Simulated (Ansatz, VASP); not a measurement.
# Two plane-wave programs on CrCd3S4

```xyz
8
Lattice="5.8100 0.0000 0.0000 0.0000 5.8100 0.0000 0.0000 0.0000 5.8100" Properties=species:S:1:pos:R:3 pbc="T T T"
Cr    5.7986    0.0379    0.0567
S     1.5302    1.4400    1.5098
S     1.4634    4.2939    4.4044
S     4.3850    1.5077    4.3944
S     4.2817    4.3473    1.4768
Cd    0.0001    2.9482    2.8824
Cd    2.8781    5.7646    2.9645
Cd    2.9059    2.8635    5.7696
```

Change from the starting cell: parallel moments scaled by 0.1, plain SCF.

Alike in both runs: task single point; functional PBE; k mesh 3 × 3 × 3; occupations gaussian, width 0.01 eV; collinear spin.

|  | VASP | Ansatz |
| --- | --- | --- |
| version | VASP 6.6.1 | Ansatz 0.2.0 |
| potentials or method | VASP PAW PBE potentials, release 64 (Cr_pv, S, Cd), cutoff 400 eV | PAW, plane waves, scalar-relativistic |
| valence electrons in the cell | 72 | 98 |

|  | VASP | Ansatz | Ansatz less VASP |
| --- | --- | --- | --- |
| pressure (GPa) | 1.2 | 1.3 | +0.10 |
| rms of the force components (eV/Å) | 0.548 | 0.535 | -0.0137 |
| net moment per atom (μB) | 0.50 | 0.50 | 0.000 |
| size of the moment on the site where the two differ most (μB) | 3.66 | 3.47 | -0.188 |

Site moments also hang on the region over which each program counts them. VASP's potentials hold 72 valence electrons a cell and Ansatz's 98, so a difference there can come from the potentials and not from the codes.

The k mesh is coarse, so the values compare programs but aren't converged.
